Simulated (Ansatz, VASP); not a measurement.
One calculation of Ge, two programs

The input INCAR:

```
SYSTEM = Ge
PREC = Accurate
ENCUT = 520
EDIFF = 1E-6
ISMEAR = 0
SIGMA = 0.15
LREAL = .FALSE.
LASPH = .TRUE.
NELM = 60
ALGO = Normal
ISIF = 2
LWAVE = .FALSE.
LCHARG = .TRUE.
GGA = PS
LELF = .TRUE.
LVHAR = .TRUE.
NBANDS = 36
```

Contents of KPOINTS:

```
regular mesh
0
G
  12 12 8
  0 0 0
```

The input POSCAR:

```
Ge
1.0
    4.1168769001      0.0000000000      0.0000000000
   -2.0584384501      3.5653199798      0.0000000000
    0.0000000000      0.0000000000      6.5963651330
Ge
4
Direct
    0.6666666667      0.3333333333      0.0629118565
    0.3333333333      0.6666666667      0.5629118565
    0.6666666667      0.3333333333      0.4370881435
    0.3333333333      0.6666666667      0.9370881435
```

Input for Ansatz:

```yaml
crystal:
  lattice:
    - [4.1168769001, 0.0, 0.0]
    - [-2.0584384501, 3.5653199798, 0.0]
    - [0.0, 0.0, 6.596365133]
  atoms:
    - { symbol: Ge, position: [0.6666666667, 0.3333333333, 0.0629118565] }
    - { symbol: Ge, position: [0.3333333333, 0.6666666667, 0.5629118565] }
    - { symbol: Ge, position: [0.6666666667, 0.3333333333, 0.4370881435] }
    - { symbol: Ge, position: [0.3333333333, 0.6666666667, 0.9370881435] }
basis:
  ecutwfc: 420
kpoints:
  mp_grid: { grid: [12, 12, 8] }
hamiltonian:
  xc: pbesol
scf:
  occupations: { method: gaussian, width: 0.15 }
output:
  forces: true
  stress: true
  eigenvalues: true
```

Change from the starting cell: strain +0.030 along x and y, +0.000 along z, atoms carried along.

Alike in both runs: task single point; functional PBEsol; k mesh 12 × 12 × 8; occupations gaussian, width 0.15 eV; no spin polarisation.

```csv
,VASP,Ansatz
version,VASP 6.6.1,Ansatz 0.2.0
potentials or method,"VASP PAW PBE potentials, release 64 (Ge_d), cutoff 520 eV","scalar-relativistic, plane waves, PAW"
valence electrons in the cell,56,56
```

|  | VASP | Ansatz | Ansatz less VASP |
| --- | --- | --- | --- |
| gap on the k mesh at the Fermi level (eV) | none | none | - |
| pressure (GPa) | -3.5 | -3.4 | +0.09 |
| traceless stress, the component that is largest in VASP (GPa) | 2.96 | 2.96 | -0.001 |
| rms of the force components (eV/Å) | 0.150 | 0.151 | +0.0011 |

VASP's potentials were made for PBE, not for PBEsol. Atom by atom the forces differ by 0.001 eV/Å (rms over components). A gap of «none» marks a metal or a gap that the smearing closes. With one functional, cell and mesh, what is left measures potentials, basis and numerics.
